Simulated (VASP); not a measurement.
# ZrS2 (P-3m1) in VASP: a series of runs

The runs below take ZrS2 through single point, with BLYP, PBE, RPBE.

Everything below comes from runs of VASP 6.6.1. Logs are shortened: lines on timing, memory, paths and dates and some standing lists are left out, and cuts for length are marked.

## (1) The cell of the first run

Symmetry: P-3m1, No. 164, trigonal system. Conventional cell: a = 3.691 Å, b = 3.691 Å, c = 6.041 Å, α = 90.00°, β = 90.00°, γ = 120.00°. Zr (site symmetry -3m) has 6 S at 2.57 Å within 3.4 Å. Within 3.4 Å of S (site symmetry 3m) lie 3 Zr at 2.57 Å.

## (2) Single point, BLYP

INCAR reads:

```
AGGAC = 1.0
AGGAX = 1.0
ALDAC = 0.0
ALDAX = 1.0
ALGO = Normal
EDIFF = 1E-6
ENCUT = 500
GGA = B5
GGA_COMPAT = F
ISIF = 2
ISMEAR = 0
LASPH = T
LCHARG = F
LREAL = F
LWAVE = F
NBANDS = 19
NELM = 120
PREC = Accurate
SIGMA = 0.1
```

KPOINTS reads:

```
k-points
0
Gamma
  6 6 4
```

POSCAR reads:

```
ZrS2
1.0
    3.6913825498      0.0000000000      0.0000000000
   -1.8456912749      3.1968310632      0.0000000000
    0.0000000000      0.0000000000      6.0410770100
Zr S
1 2
Direct
    0.0000000000      0.0000000000      0.0000000000
    0.6666666667      0.3333333333      0.7620900300
    0.3333333333      0.6666666667      0.2379099700
```

Potentials or basis: VASP PAW PBE potentials, release 64 (Zr_sv, S).

Command:

```sh
$ cat potpaw_PBE.64/Zr_sv/POTCAR potpaw_PBE.64/S/POTCAR > POTCAR
$ mpirun -np 1 vasp_std > vasp.out
```

OUTCAR:

```text
EDIFF = 1E-6
   ENCUT = 500
   GGA = B5
   ISIF = 2
   ISMEAR = 0
   LASPH = T
   LREAL = F
   NELM = 120
   PREC = Accurate

 ion  position               nearest neighbor table
   1  0.000  0.000  0.000-   2 2.57   3 2.57   3 2.57   2 2.57   2 2.57   3 2.57
   2  0.667  0.333  0.762-   1 2.57   1 2.57   1 2.57
   3  0.333  0.667  0.238-   1 2.57   1 2.57   1 2.57

  LATTYP: Found a hexagonal cell.
 ALAT       =     3.6913825498
 C/A-ratio  =     1.6365350728

  Lattice vectors:

 A1 = (   3.6913825498,   0.0000000000,   0.0000000000)
 A2 = (  -1.8456912749,   3.1968310632,   0.0000000000)
 A3 = (   0.0000000000,   0.0000000000,   6.0410770100)

Analysis of symmetry for initial positions (statically):
=====================================================================
 Subroutine PRICEL returns:
 Original cell was already a primitive cell.

 Routine SETGRP: Setting up the symmetry group for a
 hexagonal supercell.

 Subroutine GETGRP returns: Found 12 space group operations
 (whereof 12 operations were pure point group operations)
 out of a pool of 24 trial point group operations.

The static configuration has the point symmetry D_3d.

Analysis of symmetry for dynamics (positions and initial velocities):
=====================================================================
 Subroutine PRICEL returns:
 Original cell was already a primitive cell.

 Routine SETGRP: Setting up the symmetry group for a
 hexagonal supercell.

 Subroutine GETGRP returns: Found 12 space group operations
 (whereof 12 operations were pure point group operations)
 out of a pool of 24 trial point group operations.

The dynamic configuration has the point symmetry D_3d.

 Subroutine INISYM returns: Found 12 space group operations
 (whereof 12 operations are pure point group operations),
 and found     1 'primitive' translations

----------------------------------------------------------------------------------------

                                     Primitive cell

  volume of cell :      71.2891

  direct lattice vectors                    reciprocal lattice vectors
     3.691382550  0.000000000  0.000000000     0.270901210  0.156404887  0.000000000
    -1.845691275  3.196831063  0.000000000     0.000000000  0.312809773  0.000000000
     0.000000000  0.000000000  6.041077010     0.000000000  0.000000000  0.165533397

  length of vectors
     3.691382550  3.691382550  6.041077010     0.312809773  0.312809773  0.165533397

  position of ions in fractional coordinates (direct lattice)
     0.000000000  0.000000000  0.000000000
     0.666666667  0.333333333  0.762090030
     0.333333333  0.666666667  0.237909970

  ion indices of the primitive-cell ions
   primitive index   ion index
                 1           1
                 2           2
                 3           3

----------------------------------------------------------------------------------------

 KPOINTS: k-points

Automatic generation of k-mesh.
 Grid dimensions read from file:
 generate k-points for:    6    6    4

 Generating k-lattice:

  Cartesian coordinates                     Fractional coordinates (reciprocal lattice)
     0.045150202  0.026067481  0.000000000     0.166666667  0.000000000  0.000000000
     0.000000000  0.052134962  0.000000000     0.000000000  0.166666667  0.000000000
     0.000000000  0.000000000  0.041383349     0.000000000  0.000000000  0.250000000

  Length of vectors
     0.052134962  0.052134962  0.041383349

  Shift w.r.t. Gamma in fractional coordinates (k-lattice)
     0.000000000  0.000000000  0.000000000

 Subroutine IBZKPT returns following result:
 ===========================================

 Found     24 irreducible k-points:

 Following reciprocal coordinates:
            Coordinates               Weight
  0.000000  0.000000  0.000000      1.000000
  0.166667 -0.000000  0.000000      6.000000
  0.333333 -0.000000  0.000000      6.000000
  0.500000  0.000000  0.000000      3.000000
  0.166667  0.166667  0.000000      6.000000
  0.333333  0.166667  0.000000     12.000000
[... 16 lines left out ...]
  0.333333  0.166667  0.500000     12.000000
  0.333333  0.333333  0.500000      2.000000
   k-points           NKPTS =     24   k-points in BZ     NKDIM =     24   number of bands    NBANDS=     19
   number of dos      NEDOS =    301   number of ions     NIONS =      3
   total plane-waves  NPLWV =  37632
   dimension x,y,z NGX =    28 NGY =   28 NGZ =   48
   dimension x,y,z NGXF=    56 NGYF=   56 NGZF=   96
   ions per type =               1   2
   NGX,Y,Z   is equivalent  to a cutoff of  12.61, 12.61, 13.21 a.u.
   NGXF,Y,Z  is equivalent  to a cutoff of  25.22, 25.22, 26.42 a.u.
 SYSTEM =  unknown system
   PREC   = accura    normal or accurate (medium, high low for compatibility)
   ISTART =      0    job   : 0-new  1-cont  2-samecut
   ICHARG =      2    charge: 1-file 2-atom 10-const
   ISPIN  =      1    spin polarized calculation?
   LNONCOLLINEAR =      F non collinear calculations
   LSORBIT =      F    spin-orbit coupling
   LASPH  =      T    aspherical Exc in radial PAW
   ENCUT  =  500.0 eV  36.75 Ry    6.06 a.u.   6.73  6.73 11.01*2*pi/ulx,y,z
   NELM   =    120;   NELMIN=  2; NELMDL= -5     # of ELM steps
   EDIFF  = 0.1E-05   stopping-criterion for ELM
   LREAL  =      F    real-space projection
   EDIFFG = 0.1E-04   stopping-criterion for IOM
   NSW    =      0    number of steps for IOM
   IBRION =     -1    ionic relax: 0-MD 1-quasi-New 2-CG
   NFREE  =      0    steps in history (QN), initial steepest desc. (CG)
   ISIF   =      2    stress and relaxation
   ISYM   =      2    0-nonsym 1-usesym 2-fastsym
   POTIM  = 0.5000    time-step for ionic-motion
   TEBEG  =    0.0;   TEEND  =   0.0 temperature during run
   PSTRESS=    0.0 pullay stress
   NELECT =      24.0000    total number of electrons
   NUPDOWN=      -1.0000    fix difference up-down
   EMIN   =  10.00;   EMAX   =-10.00  energy-range for DOS
   EFERMI =   0.00;   METHOD = LEGACY
   ISMEAR =     0;   SIGMA  =   0.10  broadening in eV -4-tet -1-fermi 0-gaus
   EFERMI_NEDOS =   21; number of points for ismear=-14 and -15
   IALGO  =     38    algorithm
   IMIX   =      4    mixing-type and parameters
     AMIX     =   0.40;   BMIX     =  1.00
     AMIX_MAG =   1.60;   BMIX_MAG =  1.00
  volume/ion in A,a.u.               =      23.76       160.36
  Fermi-wavevector in a.u.,A,eV,Ry     =   1.138861  2.152136 17.646828  1.297005
  Thomas-Fermi vector in A             =   2.275565
   LORBIT       =      0    0 simple, 1 ext, 2 COOP (PROOUT), +10 PAW based schemes
   GGA     = B5    functional components
   LHFCALC =     F    Hartree Fock is set to
   AEXX    =    0.0000 exact exchange contribution
   IVDW    =     0    specifies the selected vdW correction
   LEPSILON=     F    determine dielectric tensor
   LRPA    =     F    only Hartree local field effects (RPA)
 non-spin polarized calculation
 Gauss-broadening in eV      SIGMA  =   0.10
  energy-cutoff  :      500.00
  volume of cell :       71.29
 maximum number of plane-waves:      1834
 NGX is ok and might be reduce to    28
   NGX = 13   NGY = 13   NGZ = 23

 number of electron      23.9999999 magnetization

 Free energy of the ion-electron system (eV)
  ---------------------------------------------------
  ext. energy  EPLUGINS =         0.00000000
  ---------------------------------------------------
  free energy    TOTEN  =       -19.54305488 eV

  energy without entropy =      -19.54305488  energy(sigma->0) =      -19.54305488

 E-fermi :   5.0291     XC(G=0):  -8.8143

 val. band max:        4.4469475636   @ k =   0.0000   0.0000   0.0000
 cond. band min:       5.5493515494   @ k =   0.5000   0.0000   0.5000
 fundamental gap:      1.1024039858
 Fermi energy:         5.0291056740

 k-point     1 :       0.0000    0.0000    0.0000
  band No.  band energies     occupation
      1     -44.4750      2.00000
      2     -22.6018      2.00000
      3     -22.4676      2.00000
      4     -22.4676      2.00000
      5      -8.0254      2.00000
      6      -6.6675      2.00000
[... 11 lines left out ...]
     18      10.4336      0.00000
     19      10.6493      0.00000

 k-point     2 :       0.1667   -0.0000    0.0000
  band No.  band energies     occupation
      1     -44.4707      2.00000
      2     -22.5888      2.00000
      3     -22.5286      2.00000
      4     -22.4808      2.00000
      5      -7.7655      2.00000
      6      -6.7347      2.00000
[... 11 lines left out ...]
     18      11.4881      0.00000
     19      12.1073      0.00000

 k-point     3 :       0.3333   -0.0000    0.0000
  band No.  band energies     occupation
      1     -44.4621      2.00000
      2     -22.6489      2.00000
      3     -22.5616      2.00000
      4     -22.5069      2.00000
      5      -7.2406      2.00000
      6      -6.8149      2.00000
[... 11 lines left out ...]
     18      12.1156      0.00000
     19      12.8047      0.00000

 k-point     4 :       0.5000    0.0000    0.0000
  band No.  band energies     occupation
      1     -44.4578      2.00000
      2     -22.7073      2.00000
      3     -22.5484      2.00000
      4     -22.5199      2.00000
      5      -7.1094      2.00000
      6      -6.6791      2.00000
[... 407 lines left out ...]
     18      13.0825      0.00000
     19      13.1686      0.00000

 k-point    23 :       0.3333    0.1667    0.5000
  band No.  band energies     occupation
      1     -44.4578      2.00000
      2     -22.6758      2.00000
      3     -22.5542      2.00000
      4     -22.5468      2.00000
      5      -7.0478      2.00000
      6      -6.7412      2.00000
[... 11 lines left out ...]
     18      11.8256      0.00000
     19      12.5411      0.00000

 k-point    24 :       0.3333    0.3333    0.5000
  band No.  band energies     occupation
      1     -44.4556      2.00000
      2     -22.6322      2.00000
      3     -22.6322      2.00000
      4     -22.5427      2.00000
      5      -6.8310      2.00000
      6      -6.8310      2.00000
[... 11 lines left out ...]
     18      12.8718      0.00000
     19      13.2359      0.00000

------------------------ aborting loop because EDIFF is reached ----------------------------------------

  FORCE on cell =-STRESS in cart. coord.  units (eV):
  Direction    XX          YY          ZZ          XY          YZ          ZX
  --------------------------------------------------------------------------------------
  -------------------------------------------------------------------------------------
  Total        2.0048873      2.0048873      1.6634005      0.0000000      0.0000000      0.0000000
  in kB       45.0585728     45.0585728     37.3838741      0.0000000      0.0000000      0.0000000
  external PRESSURE =      42.5003399 kB  Pullay stress =       0.0000000 kB

 VOLUME and BASIS-vectors are now :
 -----------------------------------------------------------------------------
  energy-cutoff  :      500.00
  volume of cell :       71.29
      direct lattice vectors                 reciprocal lattice vectors
     3.691382550  0.000000000  0.000000000     0.270901210  0.156404887  0.000000000
    -1.845691275  3.196831063  0.000000000     0.000000000  0.312809773  0.000000000
     0.000000000  0.000000000  6.041077010     0.000000000  0.000000000  0.165533397

 POSITION                                       TOTAL-FORCE (eV/Angst)
 -----------------------------------------------------------------------------------
      0.00000      0.00000      0.00000         0.000000     -0.000000      0.000000
      1.84569      1.06561      4.60384        -0.000000      0.000000     -0.283535
     -0.00000      2.13122      1.43723         0.000000     -0.000000      0.283535
 -----------------------------------------------------------------------------------
    total drift:                                0.000000      0.000000      0.000000

  FREE ENERGIE OF THE ION-ELECTRON SYSTEM (eV)
  ---------------------------------------------------
  free  energy   TOTEN  =       -19.5430548763 eV

  energy  without entropy=      -19.5430548763  energy(sigma->0) =      -19.54305488
```

Wall time 33 s (1 thread of Intel Xeon Platinum 8375C at 2.90GHz (Ice Lake), shared host); peak memory 0.19 GiB.

What came out:

| Item | Value |
| --- | --- |
| Free energy | -19.5431 eV |
| Pressure | 4.3 GPa |
| Largest force | 0.284 eV/Å |
| Band gap on the k mesh | 1.10 eV (least direct gap 1.63 eV) |

Forces in eV/Å, atoms in the order of the input:
```
Zr   0.000  0.000  0.000
S    0.000  0.000 -0.284
S    0.000  0.000  0.284
```

Caveat: the cell stands under pressure; the PAW data sets were made with another functional, which shifts forces and pressure a little; this functional lacks dispersion, which binds the layers, so the pressure and a relaxed spacing across them are unreliable. A k mesh can miss the band edges.

## (3) Single point, PBE

INCAR reads:

```
SYSTEM = ZrS2
  PREC = Accurate
  ENCUT = 500
  EDIFF = 1E-6
  ISMEAR = 1
  SIGMA = 0.1
  LREAL = .False.
  LASPH = .True.
  NELM = 120
  ALGO = Normal
  ISIF = 2
  LWAVE = .False.
  LCHARG = .True.
  GGA = PE
  LELF = .True.
  LVHAR = .True.
  NBANDS = 19
  GGA_COMPAT = .False.
```

KPOINTS reads:

```
Automatic mesh
0
Gamma
  6 6 4
  0 0 0
```

POSCAR is that of step 2.

Potentials or basis: VASP PAW PBE potentials, release 64 (Zr_sv, S).

Command:

```sh
$ cat potpaw_PBE.64/Zr_sv/POTCAR potpaw_PBE.64/S/POTCAR > POTCAR
$ mpirun -np 1 vasp_std > vasp.out
```

Run time: 28 s. Hardware: 1 thread of Intel Xeon Platinum 8375C at 2.90GHz (Ice Lake), shared host; peak memory 0.19 GiB.

It converged, with:

| Property | Result |
| --- | --- |
| Free energy | -21.4169 eV |
| Pressure | 0.5 GPa |
| Largest force | 0.043 eV/Å |
| Band gap on the k mesh | 1.08 eV (least direct gap 1.64 eV) |

Forces in eV/Å, atoms in the order of the input:
```
Zr   0.000  0.000  0.000
S    0.000  0.000 -0.043
S    0.000  0.000  0.043
```

Stress tensor (GPa, compression positive):
```
0.19 0.00 0.00
0.00 0.19 0.00
0.00 0.00 1.12
```

Levels at points of the mesh, in eV from the valence-band top:
| k point | band 10 | band 11 | band 12 | band 13 | band 14 | band 15 |
| --- | --- | --- | --- | --- | --- | --- |
| (0.00, 0.00, 0.00) | -0.04 | -0.04 | 0.00 | 1.64 | 1.64 | 2.48 |
| (0.50, 0.00, 0.00) | -2.30 | -1.60 | -1.11 | 1.24 | 3.29 | 3.55 |
| (0.00, 0.00, 0.50) | -1.52 | -0.14 | -0.14 | 1.61 | 1.61 | 2.79 |
| (0.50, 0.00, 0.50) | -2.16 | -0.92 | -0.75 | 1.08 | 3.29 | 3.55 |

Caveat: this functional lacks dispersion, which binds the layers, so the pressure and a relaxed spacing across them are unreliable. A k mesh can miss the band edges.

## (4) Single point, PBE

INCAR reads:

```
SYSTEM = ZrS2
PREC     = Accurate       ! precision mode
ENCUT    = 500            ! plane-wave cutoff, eV
EDIFF    = 1E-6           ! SCF threshold, eV
ISMEAR   = 0              ! smearing method
SIGMA    = 0.01           ! smearing width, eV
LREAL    = .False.        ! projectors in reciprocal space
LASPH    = .True.         ! aspherical terms in the spheres
NELM     = 120            ! most SCF steps
ALGO     = Normal         ! electronic algorithm
ISIF     = 2              ! what is computed and relaxed
LWAVE    = .False.        ! write WAVECAR
LCHARG   = .False.        ! write CHGCAR
GGA      = PE             ! functional
NBANDS   = 19             ! bands
GGA_COMPAT= .False.
```

KPOINTS reads:

```
regular mesh
0
Gamma
  6 6 4
  0 0 0
```

POSCAR is that of step 3.

Command:

```sh
$ cat potpaw_PBE.64/Zr_sv/POTCAR potpaw_PBE.64/S/POTCAR > POTCAR
$ mpirun -np 1 vasp_std > vasp.out
```

Run time: 28 s. Hardware: 1 thread of Intel Xeon Platinum 8375C at 2.90GHz (Ice Lake), shared host; peak memory 0.19 GiB.

Results (log left out):

```
Free energy            : -21.4173 eV
Pressure               : 0.5 GPa
Largest force          : 0.045 eV/Å
Band gap on the k mesh : 1.07 eV (least direct gap 1.64 eV)
```

Forces on the atoms (eV/Å):
```
Zr   0.000  0.000  0.000
S    0.000  0.000 -0.045
S    0.000  0.000  0.045
```

Stress tensor (GPa, compression positive):
```
0.18 0.00 0.00
0.00 0.18 0.00
0.00 0.00 1.15
```

Levels at points of the mesh, in eV from the valence-band top:
| k point | band 8 | band 9 | band 10 | band 11 | band 12 | band 13 | band 14 | band 15 | band 16 | band 17 |
| --- | --- | --- | --- | --- | --- | --- | --- | --- | --- | --- |
| (0.00, 0.00, 0.00) | -2.72 | -2.72 | -0.04 | -0.04 | 0.00 | 1.64 | 1.64 | 2.48 | 5.06 | 5.06 |
| (0.50, 0.00, 0.00) | -2.51 | -2.39 | -2.30 | -1.60 | -1.11 | 1.24 | 3.29 | 3.55 | 5.73 | 6.00 |
| (0.00, 0.00, 0.50) | -2.69 | -2.69 | -1.52 | -0.14 | -0.14 | 1.61 | 1.61 | 2.79 | 5.34 | 5.34 |
| (0.50, 0.00, 0.50) | -3.00 | -2.50 | -2.16 | -0.92 | -0.75 | 1.07 | 3.29 | 3.55 | 5.34 | 5.94 |

Caveat: this functional lacks dispersion, which binds the layers, so the pressure and a relaxed spacing across them are unreliable.

## (5) Single point, RPBE

INCAR reads:

```
SYSTEM = ZrS2
PREC = Accurate
ENCUT = 500
EDIFF = 1E-6
ISMEAR = -4
SIGMA = 0.1
LREAL = .False.
LASPH = .True.
NELM = 120
ALGO = Normal
ISIF = 2
LWAVE = .False.
LCHARG = .True.
GGA = RP
LELF = .True.
LVHAR = .True.
NBANDS = 19
GGA_COMPAT = .False.
```

KPOINTS reads:

```
Automatic mesh
0
Gamma
  6 6 4
  0 0 0
```

POSCAR is that of step 4.

Command:

```sh
$ cat potpaw_PBE.64/Zr_sv/POTCAR potpaw_PBE.64/S/POTCAR > POTCAR
$ mpirun -np 1 vasp_std > vasp.out
```

It took 31 s on 1 thread of Intel Xeon Platinum 8375C at 2.90GHz (Ice Lake), shared host; peak memory 0.19 GiB.

The run converged. Its results:

| Property | Result |
| --- | --- |
| Free energy | -20.3986 eV |
| Pressure | 2.6 GPa |
| Largest force | 0.123 eV/Å |
| Band gap on the k mesh | 1.13 eV (least direct gap 1.68 eV) |

Forces in eV/Å, atoms in the order of the input:
```
Zr   0.000  0.000  0.000
S    0.000  0.000 -0.123
S    0.000  0.000  0.123
```

Stress tensor (GPa, compression positive):
```
2.25 0.00 0.00
0.00 2.25 0.00
0.00 0.00 3.18
```

Levels at points of the mesh, in eV from the valence-band top:
```csv
k point,band 9,band 10,band 11,band 12,band 13,band 14,band 15,band 16
"(0.00, 0.00, 0.00)",-2.71,-0.04,-0.04,0.00,1.68,1.68,2.53,5.06
"(0.50, 0.00, 0.00)",-2.39,-2.28,-1.58,-1.11,1.29,3.33,3.59,5.72
"(0.00, 0.00, 0.50)",-2.69,-1.46,-0.14,-0.14,1.66,1.66,2.84,5.34
"(0.50, 0.00, 0.50)",-2.50,-2.14,-0.92,-0.75,1.13,3.32,3.59,5.35
```

Caveat: the PAW data sets were made with another functional, which shifts forces and pressure a little; this functional lacks dispersion, which binds the layers, so the pressure and a relaxed spacing across them are unreliable. A k mesh can miss the band edges.

## (6) The runs side by side

| level | smearing | gap on the mesh (eV) | pressure (GPa) | largest force (eV/Å) |
| --- | --- | --- | --- | --- |
| BLYP | gaussian 0.1 eV | 1.10 | 4.3 | 0.28 |
| PBE | methfessel-paxton 0.1 eV | 1.08 | 0.5 | 0.04 |
| PBE | gaussian 0.01 eV | 1.07 | 0.5 | 0.04 |
| RPBE | tetrahedron | 1.13 | 2.6 | 0.12 |

Alike in all rows: task single point; potentials or basis VASP PAW PBE potentials, release 64 (Zr_sv, S); no spin polarisation; cell as given; k mesh 6 × 6 × 4; cutoff (eV) 500.

On the cell as given the gap runs from 1.07 eV (PBE) to 1.13 eV (RPBE). The pressure there spans 0.5 GPa (PBE) to 4.3 GPa (BLYP); a positive pressure means that this level wants a larger cell, a negative one a smaller.

Caveats: this functional lacks dispersion, which binds the layers, so the pressure and a relaxed spacing across them are unreliable; the PAW data sets were made with another functional, which shifts forces and pressure a little (at least some runs); the cell stands under pressure (at least some runs).

Total energies depend on the potentials used, so only differences within one code and one set of settings carry meaning.
